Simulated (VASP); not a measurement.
Set up this calculation in VASP 6.6.1, as the native input.

```
Task                   : single point
Functional             : r2SCAN
Potentials or basis    : VASP PAW PBE potentials, release 64 (Sb)
Cutoff                 : 520 eV
k mesh                 : 5 × 5 × 5
Occupations            : fermi-dirac, width 0.1 eV
Spin                   : no spin polarisation
Dipole correction      : no
Further INCAR settings : ALGO = Normal; EDIFF = 1e-07; NBANDS = 12
```

Sb:

```
CELL_PARAMETERS angstrom
2.06452 3.57584 0.00000
-2.06452 3.57584 0.00000
0.00000 -2.38389 3.82230
ATOMIC_POSITIONS crystal
Sb 0.22764 0.22764 0.68292
Sb 0.77236 0.77236 0.31708
```

One way to write it, as run:

POSCAR

```
Sb
1.0
    2.0645170000      3.5758420000      0.0000000000
   -2.0645170000      3.5758420000      0.0000000000
    0.0000000000     -2.3838940000      3.8222960000
Sb
2
Direct
    0.2276400000      0.2276400000      0.6829200000
    0.7723600000      0.7723600000      0.3170800000
```

INCAR.step1

```
  PREC = Accurate
  ENCUT = 520
  ISMEAR = -1
  SIGMA = 0.1
  LREAL = False
  LASPH = True
  NELM = 100
  NBANDS = 12
  GGA = PE
  ALGO = Normal
  EDIFF = 1E-4
  LWAVE = True
  LCHARG = False
```

INCAR.step2

```
  PREC = Accurate
  ENCUT = 520
  EDIFF = 1E-7
  ISMEAR = -1
  SIGMA = 0.1
  LREAL = False
  LASPH = True
  NELM = 100
  ALGO = Normal
  ISIF = 2
  LWAVE = False
  LCHARG = True
  METAGGA = R2SCAN
  LMIXTAU = True
  LELF = True
  LVHAR = True
  NBANDS = 12
  ISTART = 1
```

KPOINTS

```
regular mesh
0
Gamma
  5 5 5
```

Potentials or basis: VASP PAW PBE potentials, release 64 (Sb).

Run with:

```sh
$ cat potpaw_PBE.64/Sb/POTCAR > POTCAR
$ cp INCAR.step1 INCAR
$ mpirun -np 1 vasp_std > vasp.out
$ cp INCAR.step2 INCAR
$ mpirun -np 1 vasp_std > vasp.out
```

It gave:

| Quantity | Value |
| --- | --- |
| Pressure | 10.5 GPa |
| Largest force | 1.311 eV/Å |
| Band gap on the k mesh | 0.23 eV, indirect (least direct gap 0.79 eV) |

Caveat: the PAW data sets were made with another functional, which shifts forces and pressure a little; spin-orbit coupling is left out, which moves the levels of the heavy elements.

Wall time 23 s on 1 thread of Intel(R) Xeon(R) 6975P-C (Granite Rapids) (shared host), peak memory 0.19 GiB.
